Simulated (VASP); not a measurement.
# AlFe3C (Pm-3m) in VASP: a series of runs, part 2 of 2

VASP 6.6.1.

## (4) Single point, LDA, collinear spin, ferromagnetic start

This run uses another cell than the first one, of 10.99 Å³/atom.

INCAR

```
PREC     = Accurate       # precision mode
ENCUT    = 520            # plane-wave cutoff, eV
EDIFF    = 1E-6           # SCF threshold, eV
ISMEAR   = -1             # smearing method
SIGMA    = 0.1            # smearing width, eV
LREAL    = F              # projectors in reciprocal space
LASPH    = T              # aspherical terms in the spheres
NELM     = 150            # most SCF steps
ALGO     = Normal         # electronic algorithm
ISIF     = 2              # what is computed and relaxed
LWAVE    = F              # write WAVECAR
LCHARG   = F              # write CHGCAR
ISPIN    = 2              # spin polarisation
MAGMOM   = 0 4.5 4.5 4.5 0 # initial moments
LORBIT   = 11             # projections on sites
LMAXMIX  = 4              # l up to which the mixer works
NBANDS   = 28             # bands
```

KPOINTS

```
regular mesh
0
Gamma
  6 6 6
```

POSCAR

```
AlFe3C
1.0
    3.8023660683      0.0000000000      0.0000000000
    0.0000000000      3.8023660683      0.0000000000
    0.0000000000      0.0000000000      3.8023660683
Al Fe C
1 3 1
Direct
    0.0000000000      0.0000000000      0.0000000000
    0.0000000000      0.5000000000      0.5000000000
    0.5000000000      0.5000000000      0.0000000000
    0.5000000000      0.0000000000      0.5000000000
    0.5000000000      0.5000000000      0.5000000000
```

Potentials or basis: VASP PAW LDA potentials, release 64 (Al, Fe, C).

The run is started by

```console
cat potpaw_LDA.64/Al/POTCAR potpaw_LDA.64/Fe/POTCAR potpaw_LDA.64/C/POTCAR > POTCAR
mpirun -np 1 vasp_std > vasp.out
```

OUTCAR:

```text
PREC = Accurate
   ENCUT = 520
   EDIFF = 1E-6
   ISMEAR = -1
   LREAL = F
   LASPH = T
   NELM = 150
   ISIF = 2
   ISPIN = 2
   LORBIT = 11

 ion  position               nearest neighbor table
   1  0.000  0.000  0.000-   2 2.69   3 2.69   4 2.69   2 2.69   4 2.69   2 2.69   3 2.69   2 2.69
                             3 2.69   4 2.69   4 2.69   3 2.69
   2  0.000  0.500  0.500-   5 1.90   5 1.90   4 2.69   1 2.69   1 2.69   3 2.69   1 2.69   4 2.69
                             1 2.69   3 2.69   4 2.69   3 2.69   3 2.69   4 2.69
   3  0.500  0.500  0.000-   5 1.90   5 1.90   4 2.69   1 2.69   2 2.69   4 2.69   2 2.69   1 2.69
                             4 2.69   4 2.69   1 2.69   2 2.69   2 2.69   1 2.69
   4  0.500  0.000  0.500-   5 1.90   5 1.90   3 2.69   1 2.69   1 2.69   3 2.69   2 2.69   3 2.69
                             2 2.69   3 2.69   1 2.69   2 2.69   1 2.69   2 2.69
   5  0.500  0.500  0.500-   2 1.90   3 1.90   4 1.90   3 1.90   4 1.90   2 1.90

  LATTYP: Found a simple cubic cell.
 ALAT       =     3.8023660683

  Lattice vectors:

 A1 = (   3.8023660683,   0.0000000000,   0.0000000000)
 A2 = (   0.0000000000,   3.8023660683,   0.0000000000)
 A3 = (   0.0000000000,   0.0000000000,   3.8023660683)

Analysis of symmetry for initial positions (statically):
=====================================================================
 Subroutine PRICEL returns:
 Original cell was already a primitive cell.

 Routine SETGRP: Setting up the symmetry group for a
 simple cubic supercell.

 Subroutine GETGRP returns: Found 48 space group operations
 (whereof 48 operations were pure point group operations)
 out of a pool of 48 trial point group operations.

The static configuration has the point symmetry O_h .

Analysis of symmetry for dynamics (positions and initial velocities):
=====================================================================
 Subroutine PRICEL returns:
 Original cell was already a primitive cell.

 Routine SETGRP: Setting up the symmetry group for a
 simple cubic supercell.

 Subroutine GETGRP returns: Found 48 space group operations
[... 175 lines left out ...]

 k-point     1 :       0.0000    0.0000    0.0000
  band No.  band energies     occupation
      1      -6.6297      1.00000
      2      -0.8283      1.00000
      3       3.4068      1.00000
      4       3.4068      1.00000
      5       3.4068      1.00000
      6       3.5678      1.00000
[... 589 lines left out ...]
     26      16.7543      0.00000
     27      19.6457      0.00000
 Fermi energy:         6.7437291341

 spin component 2

 k-point     1 :       0.0000    0.0000    0.0000
  band No.  band energies     occupation
      1      -6.6175      1.00000
      2      -0.7397      1.00000
      3       3.5583      1.00000
      4       3.5583      1.00000
      5       3.5583      1.00000
      6       4.0006      1.00000
[... 589 lines left out ...]
     26      16.9117      0.00000
     27      19.6837      0.00000
 [bands above 27 left out]

------------------------ aborting loop because EDIFF is reached ----------------------------------------

  FORCE on cell =-STRESS in cart. coord.  units (eV):
  Direction    XX          YY          ZZ          XY          YZ          ZX
  --------------------------------------------------------------------------------------
  -------------------------------------------------------------------------------------
  Total       -7.6329425     -7.6329425     -7.6329425      0.0000000     -0.0000000      0.0000000
  in kB     -222.4542957   -222.4542957   -222.4542957      0.0000000     -0.0000000      0.0000000
  external PRESSURE =    -222.4542957 kB  Pullay stress =       0.0000000 kB

 VOLUME and BASIS-vectors are now :
 -----------------------------------------------------------------------------
  energy-cutoff  :      520.00
  volume of cell :       54.97
      direct lattice vectors                 reciprocal lattice vectors
     3.802366068  0.000000000  0.000000000     0.262994142  0.000000000  0.000000000
     0.000000000  3.802366068  0.000000000     0.000000000  0.262994142  0.000000000
     0.000000000  0.000000000  3.802366068     0.000000000  0.000000000  0.262994142

 POSITION                                       TOTAL-FORCE (eV/Angst)
 -----------------------------------------------------------------------------------
      0.00000      0.00000      0.00000         0.000000      0.000000      0.000000
      0.00000      1.90118      1.90118         0.000000      0.000000      0.000000
      1.90118      1.90118      0.00000         0.000000      0.000000      0.000000
      1.90118      0.00000      1.90118         0.000000      0.000000      0.000000
      1.90118      1.90118      1.90118         0.000000      0.000000      0.000000
 -----------------------------------------------------------------------------------
    total drift:                                0.000000      0.000000      0.000000

  FREE ENERGIE OF THE ION-ELECTRON SYSTEM (eV)
  ---------------------------------------------------
  free  energy   TOTEN  =       -43.2867151856 eV

  energy  without entropy=      -43.0911301950  energy(sigma->0) =      -43.18892269

 total charge

# of ion       s       p       d       tot
------------------------------------------
    1        0.394   0.359   0.000   0.752
    2        0.428   0.608   6.461   7.497
    3        0.428   0.608   6.461   7.497
    4        0.428   0.608   6.461   7.497
    5        0.886   1.563   0.000   2.449
--------------------------------------------------
tot          2.563   3.745  19.384  25.692

 magnetization (x)

# of ion       s       p       d       tot
------------------------------------------
    1       -0.009  -0.024   0.000  -0.033
    2       -0.003  -0.006   0.852   0.844
    3       -0.003  -0.006   0.852   0.844
    4       -0.003  -0.006   0.852   0.844
    5       -0.007  -0.054   0.000  -0.061
--------------------------------------------------
tot         -0.024  -0.096   2.557   2.437
```

stdout:

```text
POSCAR found type information on POSCAR AlFeC
 POSCAR found :  3 types and       5 ions
 scaLAPACK will be used
 LDA part: xc-table for (Slater(with rela. corr.)+CA(PZ))
 , standard interpolation
 POSCAR, INCAR and KPOINTS ok, starting setup
 FFT: planning ... GRIDC
 FFT: planning ... GRID_SOFT
 FFT: planning ... GRID
 WAVECAR not read
 entering main loop
```

Wall time 29 s (1 thread of Intel Xeon Platinum 8488C (Sapphire Rapids), shared host); peak memory 0.18 GiB.

Results:

| Item | Value |
| --- | --- |
| Free energy | -43.2867 eV |
| Pressure | -22.2 GPa |
| Net moment | 2.40 μB per cell |
| Site moments | Al -0.03; Fe +0.84; C -0.06 μB |
| Valence electrons inside the program's atomic spheres | Al 0.75; Fe 7.50; C 2.45 |

Levels at points of the mesh, in eV from the Fermi level:
Spin up:
| k point | band 14 | band 15 | band 16 | band 17 | band 18 | band 19 | band 20 | band 21 |
| --- | --- | --- | --- | --- | --- | --- | --- | --- |
| (0.00, 0.00, 0.00) | -0.85 | -0.85 | 0.12 | 0.12 | 0.12 | 0.14 | 3.50 | 3.50 |
| (0.50, 0.00, 0.00) | -1.04 | -0.91 | -0.53 | 0.12 | 0.97 | 0.97 | 3.41 | 4.06 |
| (0.50, 0.50, 0.00) | -1.02 | -0.85 | -0.65 | -0.37 | 0.63 | 0.63 | 2.18 | 5.31 |
| (0.50, 0.50, 0.50) | -1.80 | -0.75 | -0.75 | 0.02 | 0.02 | 0.02 | 2.33 | 2.33 |
Spin down:
```csv
k point,band 11,band 12,band 13,band 14,band 15,band 16,band 17,band 18
"(0.00, 0.00, 0.00)",-0.24,-0.24,-0.22,-0.22,-0.22,0.91,0.91,0.91
"(0.50, 0.00, 0.00)",-0.73,-0.59,-0.31,-0.24,-0.24,0.26,0.91,1.48
"(0.50, 0.50, 0.00)",-1.05,-1.05,-0.68,-0.23,-0.11,0.32,0.42,1.37
"(0.50, 0.50, 0.50)",-1.46,-1.08,-1.08,-1.08,0.20,0.20,0.85,0.85
```

Caveat: the cell stands under tension.

## (5) Single point, LDA, collinear spin, ferromagnetic start

This run uses another cell than the first one, of 11.32 Å³/atom.

INCAR

```
PREC = Accurate
ENCUT = 520
EDIFF = 1E-6
ISMEAR = -1
SIGMA = 0.1
LREAL = F
LASPH = T
NELM = 150
ALGO = Normal
ISIF = 2
LWAVE = F
LCHARG = T
ISPIN = 2
MAGMOM = 0 4.5 4.5 4.5 0
LORBIT = 11
LMAXMIX = 4
GGA = CA
LELF = T
LVHAR = T
NBANDS = 28
```

KPOINTS is that of step 4.

Changes to POSCAR since step 4:

```diff
@@ -2,5 +2,5 @@
 1.0
-    3.8023660683      0.0000000000      0.0000000000
-    0.0000000000      3.8023660683      0.0000000000
-    0.0000000000      0.0000000000      3.8023660683
+    3.8396465443      0.0000000000      0.0000000000
+    0.0000000000      3.8396465443      0.0000000000
+    0.0000000000      0.0000000000      3.8396465443
 Al Fe C
```

The run is started by

```console
cat potpaw_LDA.64/Al/POTCAR potpaw_LDA.64/Fe/POTCAR potpaw_LDA.64/C/POTCAR > POTCAR
mpirun -np 1 vasp_std > vasp.out
```

It took 39 s on 1 thread of Intel Xeon Platinum 8488C (Sapphire Rapids), shared host; peak memory 0.18 GiB.

The run converged. Its results:

```
Free energy                                           : -43.0391 eV
Pressure                                              : -26.3 GPa
Net moment                                            : 2.75 μB per cell
Site moments                                          : Al -0.04; Fe +0.97; C -0.07 μB
Valence electrons inside the program's atomic spheres : Al 0.74; Fe 7.43; C 2.42
```

Levels at points of the mesh, in eV from the Fermi level:
Spin up:
```tsv
k point	band 14	band 15	band 16	band 17	band 18	band 19	band 20	band 21
(0.00, 0.00, 0.00)	-0.90	-0.90	0.01	0.01	0.01	0.02	3.39	3.39
(0.50, 0.00, 0.00)	-1.11	-0.96	-0.62	0.01	0.86	0.86	3.21	3.81
(0.50, 0.50, 0.00)	-1.08	-0.91	-0.75	-0.46	0.50	0.50	2.03	5.08
(0.50, 0.50, 0.50)	-1.82	-0.84	-0.84	-0.09	-0.09	-0.09	2.15	2.15
```
Spin down:
| k point | band 10 | band 11 | band 12 | band 13 | band 14 | band 15 | band 16 | band 17 | band 18 | band 19 |
| --- | --- | --- | --- | --- | --- | --- | --- | --- | --- | --- |
| (0.00, 0.00, 0.00) | -2.51 | -0.19 | -0.19 | -0.17 | -0.17 | -0.17 | 0.93 | 0.93 | 0.93 | 1.02 |
| (0.50, 0.00, 0.00) | -1.42 | -0.66 | -0.53 | -0.26 | -0.18 | -0.18 | 0.30 | 0.93 | 1.45 | 1.45 |
| (0.50, 0.50, 0.00) | -1.31 | -0.96 | -0.96 | -0.63 | -0.17 | -0.05 | 0.34 | 0.43 | 1.36 | 1.36 |
| (0.50, 0.50, 0.50) | -1.38 | -1.38 | -0.99 | -0.99 | -0.99 | 0.23 | 0.23 | 0.86 | 0.86 | 0.86 |

Caveat: the cell stands under tension.

## (6) Single point, LDA, collinear spin, ferromagnetic start

This run uses another cell than the first one, of 11.65 Å³/atom.

INCAR

```
SYSTEM = AlFe3C
PREC = Accurate ; ENCUT = 520
EDIFF = 1E-6 ; ISMEAR = -1
SIGMA = 0.1 ; LREAL = .False.
LASPH = .True. ; NELM = 150
ALGO = Normal ; ISIF = 2
LWAVE = .False. ; LCHARG = .False.
ISPIN = 2 ; MAGMOM = 0 4.5 4.5 4.5 0
LORBIT = 11 ; LMAXMIX = 4
GGA = CA ; NBANDS = 28
```

KPOINTS

```
regular mesh
0
Gamma
  6 6 6
  0 0 0
```

Changes to POSCAR since step 5:

```diff
@@ -2,5 +2,5 @@
 1.0
-    3.8396465443      0.0000000000      0.0000000000
-    0.0000000000      3.8396465443      0.0000000000
-    0.0000000000      0.0000000000      3.8396465443
+    3.8762168077      0.0000000000      0.0000000000
+    0.0000000000      3.8762168077      0.0000000000
+    0.0000000000      0.0000000000      3.8762168077
 Al Fe C
```

Potentials or basis: VASP PAW LDA potentials, release 64 (Al, Fe, C).

The run is started by

```console
cat potpaw_LDA.64/Al/POTCAR potpaw_LDA.64/Fe/POTCAR potpaw_LDA.64/C/POTCAR > POTCAR
mpirun -np 1 vasp_std > vasp.out
```

OUTCAR:

```text
SYSTEM = AlFe3C
   PREC = Accurate
   ENCUT = 520
   EDIFF = 1E-6
   ISMEAR = -1
   LREAL = .False.
   LASPH = .True.
   NELM = 150
   ISIF = 2
   ISPIN = 2
   LORBIT = 11
   GGA = CA

 ion  position               nearest neighbor table
   1  0.000  0.000  0.000-   2 2.74   3 2.74   4 2.74   2 2.74   4 2.74   2 2.74   3 2.74   2 2.74
                             3 2.74   4 2.74   4 2.74   3 2.74
   2  0.000  0.500  0.500-   5 1.94   5 1.94   4 2.74   1 2.74   1 2.74   3 2.74   1 2.74   4 2.74
                             1 2.74   3 2.74   4 2.74   3 2.74   3 2.74   4 2.74
   3  0.500  0.500  0.000-   5 1.94   5 1.94   4 2.74   1 2.74   2 2.74   4 2.74   2 2.74   1 2.74
                             4 2.74   4 2.74   1 2.74   2 2.74   2 2.74   1 2.74
   4  0.500  0.000  0.500-   5 1.94   5 1.94   3 2.74   1 2.74   1 2.74   3 2.74   2 2.74   3 2.74
                             2 2.74   3 2.74   1 2.74   2 2.74   1 2.74   2 2.74
   5  0.500  0.500  0.500-   2 1.94   3 1.94   4 1.94   3 1.94   4 1.94   2 1.94

  LATTYP: Found a simple cubic cell.
 ALAT       =     3.8762168077

  Lattice vectors:

 A1 = (   3.8762168077,   0.0000000000,   0.0000000000)
 A2 = (   0.0000000000,   3.8762168077,   0.0000000000)
 A3 = (   0.0000000000,   0.0000000000,   3.8762168077)

Analysis of symmetry for initial positions (statically):
=====================================================================
 Subroutine PRICEL returns:
 Original cell was already a primitive cell.

 Routine SETGRP: Setting up the symmetry group for a
 simple cubic supercell.

 Subroutine GETGRP returns: Found 48 space group operations
 (whereof 48 operations were pure point group operations)
 out of a pool of 48 trial point group operations.

The static configuration has the point symmetry O_h .

Analysis of symmetry for dynamics (positions and initial velocities):
=====================================================================
 Subroutine PRICEL returns:
 Original cell was already a primitive cell.

 Routine SETGRP: Setting up the symmetry group for a
 simple cubic supercell.

 Subroutine GETGRP returns: Found 48 space group operations
[... 176 lines left out ...]

 k-point     1 :       0.0000    0.0000    0.0000
  band No.  band energies     occupation
      1      -6.7994      1.00000
      2      -1.1150      1.00000
      3       2.9969      1.00000
      4       2.9969      1.00000
      5       2.9969      1.00000
      6       3.1312      1.00000
[... 589 lines left out ...]
     26      15.6838      0.00000
     27      18.5049      0.00000
 Fermi energy:         6.2142855406

 spin component 2

 k-point     1 :       0.0000    0.0000    0.0000
  band No.  band energies     occupation
      1      -6.7974      1.00000
      2      -1.0217      1.00000
      3       3.1093      1.00000
      4       3.1093      1.00000
      5       3.1093      1.00000
      6       3.7565      1.00000
[... 589 lines left out ...]
     26      15.8679      0.00000
     27      18.5426      0.00000
 [bands above 27 left out]

------------------------ aborting loop because EDIFF is reached ----------------------------------------

  FORCE on cell =-STRESS in cart. coord.  units (eV):
  Direction    XX          YY          ZZ          XY          YZ          ZX
  --------------------------------------------------------------------------------------
  -------------------------------------------------------------------------------------
  Total      -10.8076536    -10.8076536    -10.8076536      0.0000000      0.0000000     -0.0000000
  in kB     -297.3156828   -297.3156828   -297.3156828      0.0000000      0.0000000     -0.0000000
  external PRESSURE =    -297.3156828 kB  Pullay stress =       0.0000000 kB

 VOLUME and BASIS-vectors are now :
 -----------------------------------------------------------------------------
  energy-cutoff  :      520.00
  volume of cell :       58.24
      direct lattice vectors                 reciprocal lattice vectors
     3.876216808  0.000000000  0.000000000     0.257983505  0.000000000  0.000000000
     0.000000000  3.876216808  0.000000000     0.000000000  0.257983505  0.000000000
     0.000000000  0.000000000  3.876216808     0.000000000  0.000000000  0.257983505

 POSITION                                       TOTAL-FORCE (eV/Angst)
 -----------------------------------------------------------------------------------
      0.00000      0.00000      0.00000         0.000000      0.000000      0.000000
      0.00000      1.93811      1.93811         0.000000      0.000000      0.000000
      1.93811      1.93811      0.00000         0.000000      0.000000      0.000000
      1.93811      0.00000      1.93811         0.000000      0.000000      0.000000
      1.93811      1.93811      1.93811         0.000000      0.000000      0.000000
 -----------------------------------------------------------------------------------
    total drift:                                0.000000      0.000000     -0.000000

  FREE ENERGIE OF THE ION-ELECTRON SYSTEM (eV)
  ---------------------------------------------------
  free  energy   TOTEN  =       -42.7532103229 eV

  energy  without entropy=      -42.5688849805  energy(sigma->0) =      -42.66104765

 total charge

# of ion       s       p       d       tot
------------------------------------------
    1        0.393   0.340   0.000   0.733
    2        0.404   0.552   6.407   7.363
    3        0.404   0.552   6.407   7.363
    4        0.404   0.552   6.407   7.363
    5        0.877   1.522   0.000   2.399
--------------------------------------------------
tot          2.482   3.519  19.222  25.223

 magnetization (x)

# of ion       s       p       d       tot
------------------------------------------
    1       -0.012  -0.030   0.000  -0.042
    2       -0.004  -0.009   1.074   1.062
    3       -0.004  -0.009   1.074   1.062
    4       -0.004  -0.009   1.074   1.062
    5       -0.009  -0.071   0.000  -0.079
--------------------------------------------------
tot         -0.031  -0.126   3.221   3.064
```

stdout:

```text
POSCAR found type information on POSCAR AlFeC
 POSCAR found :  3 types and       5 ions
 scaLAPACK will be used
 LDA part: xc-table for (Slater(with rela. corr.)+CA(PZ))
 , standard interpolation
 POSCAR, INCAR and KPOINTS ok, starting setup
 FFT: planning ... GRIDC
 FFT: planning ... GRID_SOFT
 FFT: planning ... GRID
 WAVECAR not read
 entering main loop
```

It took 40 s on 1 thread of Intel Xeon Platinum 8488C (Sapphire Rapids), shared host; peak memory 0.18 GiB.

What came out:

```
Free energy                                           : -42.7532 eV
Pressure                                              : -29.7 GPa
Band gap on the k mesh                                : zero (filled and empty bands overlap)
Net moment                                            : 2.99 μB per cell
Site moments                                          : Al -0.04; Fe +1.06; C -0.08 μB
Valence electrons inside the program's atomic spheres : Al 0.73; Fe 7.36; C 2.40
```

Levels at points of the mesh, in eV from the Fermi level:
Spin up:
```tsv
k point	band 13	band 14	band 15	band 16	band 17	band 18	band 19	band 20	band 21	band 22
(0.00, 0.00, 0.00)	-1.22	-0.94	-0.94	-0.08	-0.08	-0.08	-0.07	3.17	3.30	3.30
(0.50, 0.00, 0.00)	-1.15	-1.15	-0.99	-0.68	-0.08	0.76	0.76	3.02	3.59	4.33
(0.50, 0.50, 0.00)	-1.19	-1.12	-0.95	-0.82	-0.53	0.39	0.39	1.91	4.87	5.31
(0.50, 0.50, 0.50)	-1.83	-1.83	-0.91	-0.91	-0.17	-0.17	-0.17	1.99	1.99	1.99
```
Spin down:
| k point | band 10 | band 11 | band 12 | band 13 | band 14 | band 15 | band 16 | band 17 | band 18 | band 19 |
| --- | --- | --- | --- | --- | --- | --- | --- | --- | --- | --- |
| (0.00, 0.00, 0.00) | -2.40 | -0.16 | -0.16 | -0.13 | -0.13 | -0.13 | 0.93 | 0.93 | 0.93 | 1.01 |
| (0.50, 0.00, 0.00) | -1.34 | -0.61 | -0.48 | -0.22 | -0.15 | -0.15 | 0.31 | 0.93 | 1.42 | 1.42 |
| (0.50, 0.50, 0.00) | -1.23 | -0.89 | -0.89 | -0.60 | -0.14 | -0.01 | 0.36 | 0.44 | 1.33 | 1.33 |
| (0.50, 0.50, 0.50) | -1.31 | -1.31 | -0.92 | -0.92 | -0.92 | 0.25 | 0.25 | 0.86 | 0.86 | 0.86 |

Caveat: the cell stands under tension.

## (7) Summary

| cell | gap on the mesh (eV) | pressure (GPa) | moment (μB) |
| --- | --- | --- | --- |
| a = 3.726 Å, 5 atoms | none | -11.8 | 1.32 |
| a = 3.764 Å, 5 atoms | none | -17.8 | 1.78 |
| a = 3.802 Å, 5 atoms | none | -22.2 | 2.40 |
| a = 3.840 Å, 5 atoms | none | -26.3 | 2.75 |
| a = 3.876 Å, 5 atoms | none | -29.7 | 2.99 |

Alike in all rows: task single point; level LDA; potentials or basis VASP PAW LDA potentials, release 64 (Al, Fe, C); spin collinear, ferromagnetic start; k mesh 6 × 6 × 6; cutoff (eV) 520; smearing fermi-dirac 0.1 eV.

Caveats: the cell stands under tension.

Absolute energies hang on the potentials; compare differences alone.
